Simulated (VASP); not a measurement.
# MgSnO4 (Cmmm) in VASP: a series of runs, part 2 of 2

VASP 6.6.1. Earlier steps stand in the parts before.

## (4) Single point, PBE

The input, INCAR:

```
PREC     = Accurate       # precision mode
ENCUT    = 520            # plane-wave cutoff, eV
EDIFF    = 1E-7           # SCF threshold, eV
ISMEAR   = 0              # smearing method
SIGMA    = 0.1            # smearing width, eV
LREAL    = False          # projectors in reciprocal space
LASPH    = True           # aspherical terms in the spheres
NELM     = 100            # most SCF steps
ALGO     = Normal         # electronic algorithm
ISIF     = 2              # what is computed and relaxed
LWAVE    = False          # write WAVECAR
LCHARG   = True           # write CHGCAR
GGA      = PE             # functional
LELF     = True           # ELF
LVHAR    = True         
NBANDS   = 29             # bands
```

The input, KPOINTS:

```
Automatic mesh
0
Gamma
  8 8 12
```

The input, POSCAR:

```
MgSnO4
1.0
    3.3839078094     -3.4182663841      0.0000000000
    3.3839078094      3.4182663841      0.0000000000
    0.0000000000      0.0000000000      3.2149408264
Mg Sn O
1 1 4
Direct
    0.5000000000      0.5000000000      0.0000000000
    0.0000000000      0.0000000000      0.5000000000
    0.1984837082      0.8015162918      0.0000000000
    0.8015162918      0.1984837082      0.0000000000
    0.3020233313      0.3020233313      0.5000000000
    0.6979766687      0.6979766687      0.5000000000
```

Potentials or basis: VASP PAW PBE potentials, release 64 (Mg, Sn_d, O).

Launch:

```bash
cat potpaw_PBE.64/Mg/POTCAR potpaw_PBE.64/Sn_d/POTCAR potpaw_PBE.64/O/POTCAR > POTCAR
mpirun -np 1 vasp_std > vasp.out
```

OUTCAR:

```text
PREC = Accurate
   ENCUT = 520
   EDIFF = 1E-7
   ISMEAR = 0
   LREAL = False
   LASPH = True
   NELM = 100
   ISIF = 2
   GGA = PE

 ion  position               nearest neighbor table
   1  0.500  0.500  0.000-   3 2.06   4 2.06   5 2.09   6 2.09   5 2.09   6 2.09
   2  0.000  0.000  0.500-   5 2.04   6 2.04   3 2.10   4 2.10   3 2.10   4 2.10
   3  0.198  0.802  0.000-   1 2.06   2 2.10   2 2.10
   4  0.802  0.198  0.000-   1 2.06   2 2.10   2 2.10
   5  0.302  0.302  0.500-   2 2.04   1 2.09   1 2.09
   6  0.698  0.698  0.500-   2 2.04   1 2.09   1 2.09

  LATTYP: Found a base centered orthorhombic cell.
 ALAT       =     6.7678156188
 B/A-ratio  =     1.0101535197
 C/A-ratio  =     0.4750337491

  Lattice vectors:

 A1 = (   3.3839078094,  -3.4182663841,   0.0000000000)
 A2 = (   3.3839078094,   3.4182663841,   0.0000000000)
 A3 = (   0.0000000000,   0.0000000000,   3.2149408264)

Analysis of symmetry for initial positions (statically):
=====================================================================
 Subroutine PRICEL returns:
 Original cell was already a primitive cell.

 Routine SETGRP: Setting up the symmetry group for a
 base centered orthorhombic supercell.

 Subroutine GETGRP returns: Found  8 space group operations
 (whereof  8 operations were pure point group operations)
 out of a pool of  8 trial point group operations.

The static configuration has the point symmetry D_2h.

Analysis of symmetry for dynamics (positions and initial velocities):
=====================================================================
 Subroutine PRICEL returns:
 Original cell was already a primitive cell.

 Routine SETGRP: Setting up the symmetry group for a
 base centered orthorhombic supercell.

 Subroutine GETGRP returns: Found  8 space group operations
 (whereof  8 operations were pure point group operations)
 out of a pool of  8 trial point group operations.

The dynamic configuration has the point symmetry D_2h.

 Subroutine INISYM returns: Found  8 space group operations
 (whereof  8 operations are pure point group operations),
 and found     1 'primitive' translations

----------------------------------------------------------------------------------------

                                     Primitive cell

  volume of cell :      74.3751

  direct lattice vectors                    reciprocal lattice vectors
     3.383907809 -3.418266384  0.000000000     0.147758163 -0.146272977  0.000000000
     3.383907809  3.418266384  0.000000000     0.147758163  0.146272977  0.000000000
     0.000000000  0.000000000  3.214940826     0.000000000  0.000000000  0.311047716

  length of vectors
     4.809924858  4.809924858  3.214940826     0.207914065  0.207914065  0.311047716

  position of ions in fractional coordinates (direct lattice)
     0.500000000  0.500000000  0.000000000
     0.000000000  0.000000000  0.500000000
     0.198483708  0.801516292  0.000000000
     0.801516292  0.198483708  0.000000000
     0.302023331  0.302023331  0.500000000
     0.697976669  0.697976669  0.500000000

  ion indices of the primitive-cell ions
[... 22 lines left out ...]

  Length of vectors
     0.025989258  0.025989258  0.025920643

  Shift w.r.t. Gamma in fractional coordinates (k-lattice)
     0.000000000  0.000000000  0.000000000

 Subroutine IBZKPT returns following result:
 ===========================================

 Found    147 irreducible k-points:

 Following reciprocal coordinates:
            Coordinates               Weight
  0.000000  0.000000  0.000000      1.000000
  0.125000  0.000000  0.000000      4.000000
  0.250000  0.000000  0.000000      4.000000
  0.375000 -0.000000  0.000000      4.000000
  0.500000  0.000000  0.000000      2.000000
  0.125000  0.125000  0.000000      2.000000
[... 16 lines left out ...]
  0.125000  0.000000  0.083333      8.000000
  0.250000  0.000000  0.083333      8.000000
 [... further k-points ...]
   k-points           NKPTS =    147   k-points in BZ     NKDIM =    147   number of bands    NBANDS=     29
   number of dos      NEDOS =    301   number of ions     NIONS =      6
   total plane-waves  NPLWV =  31104
   dimension x,y,z NGX =    36 NGY =   36 NGZ =   24
   dimension x,y,z NGXF=    72 NGYF=   72 NGZF=   48
   ions per type =               1   1   4
   NGX,Y,Z   is equivalent  to a cutoff of  12.44, 12.44, 12.41 a.u.
   NGXF,Y,Z  is equivalent  to a cutoff of  24.89, 24.89, 24.82 a.u.
 SYSTEM =  unknown system
   PREC   = accura    normal or accurate (medium, high low for compatibility)
   ISTART =      0    job   : 0-new  1-cont  2-samecut
   ICHARG =      2    charge: 1-file 2-atom 10-const
   ISPIN  =      1    spin polarized calculation?
   LNONCOLLINEAR =      F non collinear calculations
   LSORBIT =      F    spin-orbit coupling
   LASPH  =      T    aspherical Exc in radial PAW
   ENCUT  =  520.0 eV  38.22 Ry    6.18 a.u.   8.94  8.94  5.98*2*pi/ulx,y,z
   NELM   =    100;   NELMIN=  2; NELMDL= -5     # of ELM steps
   EDIFF  = 0.1E-06   stopping-criterion for ELM
   LREAL  =      F    real-space projection
   EDIFFG = 0.1E-05   stopping-criterion for IOM
   NSW    =      0    number of steps for IOM
   IBRION =     -1    ionic relax: 0-MD 1-quasi-New 2-CG
   NFREE  =      0    steps in history (QN), initial steepest desc. (CG)
   ISIF   =      2    stress and relaxation
   ISYM   =      2    0-nonsym 1-usesym 2-fastsym
   POTIM  = 0.5000    time-step for ionic-motion
   TEBEG  =    0.0;   TEEND  =   0.0 temperature during run
   PSTRESS=    0.0 pullay stress
   NELECT =      40.0000    total number of electrons
   NUPDOWN=      -1.0000    fix difference up-down
   EMIN   =  10.00;   EMAX   =-10.00  energy-range for DOS
   EFERMI =   0.00;   METHOD = LEGACY
   ISMEAR =     0;   SIGMA  =   0.10  broadening in eV -4-tet -1-fermi 0-gaus
   EFERMI_NEDOS =   21; number of points for ismear=-14 and -15
   IALGO  =     38    algorithm
   IMIX   =      4    mixing-type and parameters
     AMIX     =   0.40;   BMIX     =  1.00
     AMIX_MAG =   1.60;   BMIX_MAG =  1.00
  volume/ion in A,a.u.               =      12.40        83.65
  Fermi-wavevector in a.u.,A,eV,Ry     =   1.331330  2.515849 24.115502  1.772439
  Thomas-Fermi vector in A             =   2.460349
   LORBIT       =      0    0 simple, 1 ext, 2 COOP (PROOUT), +10 PAW based schemes
   GGA     = PE    functional components
   LHFCALC =     F    Hartree Fock is set to
   AEXX    =    0.0000 exact exchange contribution
   IVDW    =     0    specifies the selected vdW correction
   LEPSILON=     F    determine dielectric tensor
   LRPA    =     F    only Hartree local field effects (RPA)
 non-spin polarized calculation
 Gauss-broadening in eV      SIGMA  =   0.10
  energy-cutoff  :      520.00
  volume of cell :       74.38
 maximum number of plane-waves:      2036
   NGX = 17   NGY = 17   NGZ = 11

 number of electron      40.0000005 magnetization

 Free energy of the ion-electron system (eV)
  ---------------------------------------------------
  ext. energy  EPLUGINS =         0.00000000
  ---------------------------------------------------
  free energy    TOTEN  =       -32.91329954 eV

  energy without entropy =      -32.85965159  energy(sigma->0) =      -32.88647556

 E-fermi :   2.1499     XC(G=0): -10.2716

 val. band max:        2.1495067353   @ k =   0.5000   0.3750   0.1667
 cond. band min:       2.1515530106   @ k =   0.2500   0.2500   0.0833
 fundamental gap:      0.0020462752
 Fermi energy:         2.1498678739

 k-point     1 :       0.0000    0.0000    0.0000
  band No.  band energies     occupation
      1     -17.7646      2.00000
      2     -17.1880      2.00000
      3     -17.1564      2.00000
      4     -17.0124      2.00000
      5     -16.9291      2.00000
      6     -15.3428      2.00000
[... 757 lines left out ...]
     28      15.4421      0.00000
     29      16.0255      0.00000

 [... further k-points ...]
[... 5 lines left out ...]
  --------------------------------------------------------------------------------------
  -------------------------------------------------------------------------------------
  Total        0.0934813     -0.0320260      0.0343912      0.0000000      0.0000000      0.0000000
  in kB        2.0137613     -0.6899005      0.7408511      0.0000000      0.0000000      0.0000000
  external PRESSURE =       0.6882373 kB  Pullay stress =       0.0000000 kB

 VOLUME and BASIS-vectors are now :
 -----------------------------------------------------------------------------
  energy-cutoff  :      520.00
  volume of cell :       74.38
      direct lattice vectors                 reciprocal lattice vectors
     3.383907809 -3.418266384  0.000000000     0.147758163 -0.146272977  0.000000000
     3.383907809  3.418266384  0.000000000     0.147758163  0.146272977  0.000000000
     0.000000000  0.000000000  3.214940826     0.000000000  0.000000000  0.311047716

 POSITION                                       TOTAL-FORCE (eV/Angst)
 -----------------------------------------------------------------------------------
      3.38391      0.00000      0.00000        -0.000000     -0.000000      0.000000
      0.00000      0.00000      1.60747        -0.000000      0.000000      0.000000
      3.38391      2.06133      0.00000        -0.000000     -0.070914      0.000000
      3.38391     -2.06133      0.00000        -0.000000      0.070914      0.000000
      2.04404      0.00000      1.60747         0.081339      0.000000      0.000000
      4.72378      0.00000      1.60747        -0.081339      0.000000      0.000000
 -----------------------------------------------------------------------------------
    total drift:                                0.000000      0.000000      0.000000

  FREE ENERGIE OF THE ION-ELECTRON SYSTEM (eV)
  ---------------------------------------------------
  free  energy   TOTEN  =       -32.9132995355 eV

  energy  without entropy=      -32.8596515857  energy(sigma->0) =      -32.88647556
```

It took 3.6 min on 1 thread of Intel Xeon Platinum 8488C (Sapphire Rapids), shared host; peak memory 0.39 GiB.

Results:

```
Free energy            : -32.9133 eV
Pressure               : 0.1 GPa
Largest force          : 0.081 eV/Å
Band gap on the k mesh : zero (bands 20 and 21 overlap by 0.63 eV)
```

Forces on the atoms (eV/Å):
```
Mg   0.000  0.000  0.000
Sn   0.000  0.000  0.000
O    0.000 -0.071  0.000
O    0.000  0.071  0.000
O    0.081  0.000  0.000
O   -0.081  0.000  0.000
```

Stress tensor (GPa, compression positive):
```
 0.20  0.00  0.00
 0.00 -0.07  0.00
 0.00  0.00  0.07
```

Caveat: semilocal functionals underestimate gaps, and a narrow one can read as zero; spin-orbit coupling is left out, which moves the levels of the heavy elements.

## (5) Single point, PBE

The input, INCAR:

```
SYSTEM = MgSnO4
PREC = Accurate ; ENCUT = 520
EDIFF = 1E-6 ; ISMEAR = 0
SIGMA = 0.1 ; LREAL = .False.
LASPH = .True. ; NELM = 100
ALGO = Fast ; ISIF = 2
LWAVE = .False. ; LCHARG = .False.
GGA = PE ; NBANDS = 29
```

The input, KPOINTS:

```
Automatic mesh
0
Gamma
  4 4 6
  0 0 0
```

The input, POSCAR:

```
MgSnO4
1.0
    3.3831323742     -3.4175217546      0.0000000000
    3.3831323742      3.4175217546      0.0000000000
    0.0000000000      0.0000000000      3.2165404879
Mg Sn O
1 1 4
Direct
    0.5000000000      0.5000000000      0.0000000000
    0.0000000000      0.0000000000      0.5000000000
    0.1984205835      0.8015794165      0.0000000000
    0.8015794165      0.1984205835      0.0000000000
    0.3020513831      0.3020513831      0.5000000000
    0.6979486169      0.6979486169      0.5000000000
```

Potentials or basis: VASP PAW PBE potentials, release 64 (Mg, Sn_d, O).

Launch:

```bash
cat potpaw_PBE.64/Mg/POTCAR potpaw_PBE.64/Sn_d/POTCAR potpaw_PBE.64/O/POTCAR > POTCAR
mpirun -np 1 vasp_std > vasp.out
```

OUTCAR:

```text
SYSTEM = MgSnO4
   PREC = Accurate
   ENCUT = 520
   EDIFF = 1E-6
   ISMEAR = 0
   LREAL = .False.
   LASPH = .True.
   NELM = 100
   ISIF = 2
   GGA = PE

 ion  position               nearest neighbor table
   1  0.500  0.500  0.000-   3 2.06   4 2.06   5 2.09   6 2.09   5 2.09   6 2.09
   2  0.000  0.000  0.500-   5 2.04   6 2.04   3 2.10   4 2.10   3 2.10   4 2.10
   3  0.198  0.802  0.000-   1 2.06   2 2.10   2 2.10
   4  0.802  0.198  0.000-   1 2.06   2 2.10   2 2.10
   5  0.302  0.302  0.500-   2 2.04   1 2.09   1 2.09
   6  0.698  0.698  0.500-   2 2.04   1 2.09   1 2.09

  LATTYP: Found a base centered orthorhombic cell.
 ALAT       =     6.7662647484
 B/A-ratio  =     1.0101649527
 C/A-ratio  =     0.4753790470

  Lattice vectors:

 A1 = (   3.3831323742,  -3.4175217546,   0.0000000000)
 A2 = (   3.3831323742,   3.4175217546,   0.0000000000)
 A3 = (   0.0000000000,   0.0000000000,   3.2165404879)

Analysis of symmetry for initial positions (statically):
=====================================================================
 Subroutine PRICEL returns:
 Original cell was already a primitive cell.
[... 183 lines left out ...]
 fundamental gap:      0.0071711471
 Fermi energy:         2.1500396573

 k-point     1 :       0.0000    0.0000    0.0000
  band No.  band energies     occupation
      1     -17.7646      2.00000
      2     -17.1873      2.00000
      3     -17.1552      2.00000
      4     -17.0125      2.00000
      5     -16.9291      2.00000
      6     -15.3411      2.00000
[... 757 lines left out ...]
     28      15.9309      0.00000
     29      16.1389      0.00000

 [... further k-points ...]

------------------------ aborting loop because EDIFF is reached ----------------------------------------

  FORCE on cell =-STRESS in cart. coord.  units (eV):
  Direction    XX          YY          ZZ          XY          YZ          ZX
  --------------------------------------------------------------------------------------
  -------------------------------------------------------------------------------------
  Total        0.1195685     -0.0403385      0.0463023     -0.0000000      0.0000000      0.0000000
  in kB        2.5755974     -0.8689227      0.9973881     -0.0000000      0.0000000      0.0000000
  external PRESSURE =       0.9013543 kB  Pullay stress =       0.0000000 kB

 VOLUME and BASIS-vectors are now :
 -----------------------------------------------------------------------------
  energy-cutoff  :      520.00
  volume of cell :       74.38
      direct lattice vectors                 reciprocal lattice vectors
     3.383132374 -3.417521755  0.000000000     0.147792030 -0.146304848  0.000000000
     3.383132374  3.417521755  0.000000000     0.147792030  0.146304848  0.000000000
     0.000000000  0.000000000  3.216540488     0.000000000  0.000000000  0.310893024

 POSITION                                       TOTAL-FORCE (eV/Angst)
 -----------------------------------------------------------------------------------
      3.38313      0.00000      0.00000         0.000000      0.000000     -0.000000
      0.00000      0.00000      1.60827         0.000000      0.000000     -0.000000
      3.38313      2.06131      0.00000         0.000000     -0.070578      0.000000
      3.38313     -2.06131      0.00000         0.000000      0.070578     -0.000000
      2.04376      0.00000      1.60827         0.079093      0.000000     -0.000000
      4.72251      0.00000      1.60827        -0.079093      0.000000     -0.000000
 -----------------------------------------------------------------------------------
    total drift:                               -0.000000     -0.000000      0.000000

  FREE ENERGIE OF THE ION-ELECTRON SYSTEM (eV)
  ---------------------------------------------------
  free  energy   TOTEN  =       -32.9101877147 eV

  energy  without entropy=      -32.8513716158  energy(sigma->0) =      -32.88077967
```

OSZICAR:

```text
N       E                     dE             d eps       ncg     rms          rms(c)
DAV:   1     0.411768086041E+03    0.41177E+03   -0.20025E+04  1733   0.176E+03
DAV:   2     0.127315518358E+02   -0.39904E+03   -0.38135E+03  1899   0.507E+02
DAV:   3    -0.345897283160E+02   -0.47321E+02   -0.46525E+02  1822   0.147E+02
DAV:   4    -0.363696194356E+02   -0.17799E+01   -0.17733E+01  2083   0.308E+01
DAV:   5    -0.364022579467E+02   -0.32639E-01   -0.32628E-01  1898   0.446E+00    0.117E+01
RMM:   6    -0.328480827061E+02    0.35542E+01   -0.84694E+00  2063   0.165E+01    0.394E+00
RMM:   7    -0.329065327074E+02   -0.58450E-01   -0.10396E+00  2274   0.630E+00    0.248E+00
RMM:   8    -0.329654715718E+02   -0.58939E-01   -0.17239E-01  2321   0.297E+00    0.267E+00
RMM:   9    -0.329068995610E+02    0.58572E-01   -0.51809E-02  2331   0.173E+00    0.327E-01
RMM:  10    -0.329090495926E+02   -0.21500E-02   -0.16301E-02  2493   0.864E-01    0.151E-01
RMM:  11    -0.329099736985E+02   -0.92411E-03   -0.55628E-03  2362   0.493E-01    0.586E-02
RMM:  12    -0.329101627635E+02   -0.18906E-03   -0.13072E-03  2514   0.243E-01    0.419E-02
RMM:  13    -0.329101794632E+02   -0.16700E-04   -0.28008E-04  2386   0.118E-01    0.172E-02
RMM:  14    -0.329101859403E+02   -0.64771E-05   -0.11260E-04  2471   0.619E-02    0.748E-03
RMM:  15    -0.329101871739E+02   -0.12336E-05   -0.21692E-05  2316   0.297E-02    0.289E-03
RMM:  16    -0.329101877147E+02   -0.54081E-06   -0.56183E-06  1734   0.133E-02
   1 F= -.32910188E+02 E0= -.32880780E+02  d E =-.588161E-01
```

It took 98 s on 1 thread of Oxide Virtual Turin-like, shared host; peak memory 0.17 GiB.

Results:

- Free energy: -32.9102 eV
- Pressure: 0.1 GPa
- Largest force: 0.079 eV/Å
- Band gap on the k mesh: zero (bands 20 and 21 overlap by 0.63 eV)

Forces in eV/Å, atoms in the order of the input:
```
Mg   0.000  0.000  0.000
Sn   0.000  0.000  0.000
O    0.000 -0.071  0.000
O    0.000  0.071  0.000
O    0.079  0.000  0.000
O   -0.079  0.000  0.000
```

Stress tensor (GPa, compression positive):
```
 0.26  0.00  0.00
 0.00 -0.09  0.00
 0.00  0.00  0.10
```

Levels at points of the mesh, in eV from the Fermi level:
```tsv
k point	band 16	band 17	band 18	band 19	band 20	band 21	band 22	band 23	band 24	band 25
(0.00, 0.00, 0.00)	-0.58	-0.30	-0.17	0.03	0.19	0.57	3.59	7.42	9.54	9.58
(0.50, 0.00, 0.00)	-0.91	-0.81	-0.27	-0.17	0.00	0.27	5.17	7.38	9.43	10.71
(0.50, 0.50, 0.00)	-0.84	-0.65	-0.56	-0.40	-0.38	-0.21	5.22	8.13	10.01	10.55
(0.00, 0.00, 0.50)	-1.62	-1.05	-0.86	-0.74	-0.51	-0.45	6.63	9.70	11.29	11.79
(0.50, 0.00, 0.50)	-0.94	-0.89	-0.32	-0.23	-0.08	0.06	6.69	9.69	9.89	11.56
(0.50, 0.50, 0.50)	-0.82	-0.74	-0.33	-0.19	-0.01	0.17	5.85	9.17	9.74	11.37
```

Caveat: semilocal functionals underestimate gaps, and a narrow one can read as zero; spin-orbit coupling is left out, which moves the levels of the heavy elements.

## (6) Summary

| task | cell | k mesh | cutoff (eV) | gap on the mesh (eV) | pressure (GPa) | largest force (eV/Å) |
| --- | --- | --- | --- | --- | --- | --- |
| relaxation of cell and atoms | relaxed from a = 4.809, b = 4.809, c = 3.217 Å, angles 90.0, 90.0, 90.6°, 6 atoms | 8 × 8 × 12 | 600 | none | 0.0 | - |
| single point | a = 4.809, b = 4.809, c = 3.217 Å, angles 90.0, 90.0, 90.6°, 6 atoms | 4 × 4 × 6 | 520 | none | 0.1 | 0.08 |
| single point | a = 4.810, b = 4.810, c = 3.215 Å, angles 90.0, 90.0, 90.6°, 6 atoms | 8 × 8 × 12 | 520 | none | 0.1 | 0.08 |

Alike in all rows: level PBE; potentials or basis VASP PAW PBE potentials, release 64 (Mg, Sn_d, O); no spin polarisation; smearing gaussian 0.1 eV.

Caveats: semilocal functionals underestimate gaps, and a narrow one can read as zero; spin-orbit coupling is left out, which moves the levels of the heavy elements.

Total energies depend on the potentials used, so only differences within one code and one set of settings carry meaning.
